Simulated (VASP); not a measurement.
Here is a VASP 6.6.1 calculation.

INCAR

```
  PREC = Accurate
  ENCUT = 520
  EDIFF = 1E-6
  ISMEAR = -1
  SIGMA = 0.08
  LREAL = False
  LASPH = True
  NELM = 100
  ALGO = Normal
  ISIF = 2
  LWAVE = False
  LCHARG = False
  GGA = PE
  NBANDS = 12
```

KPOINTS

```
Automatic mesh
0
Gamma
  15 15 14
```

The input POSCAR:

```
Au
1.0
    2.5016451171      0.0000000000      0.0000000000
   -1.2508225586      2.1664882226      0.0000000000
    0.0000000000      0.0000000000      2.4271870960
Au
1
Direct
    0.0000000000      0.0000000000      0.0000000000
```

Potentials or basis: VASP PAW PBE potentials, release 64 (Au).

Command:

```sh
$ cat potpaw_PBE.64/Au/POTCAR > POTCAR
$ mpirun -np 1 vasp_std > vasp.out
```

**Question.** Predict the pressure.

**Answer.** 140.3 GPa.

Stress tensor (GPa, compression positive):
```
140.30   0.00   0.00
  0.00 140.30   0.00
  0.00   0.00 140.17
```
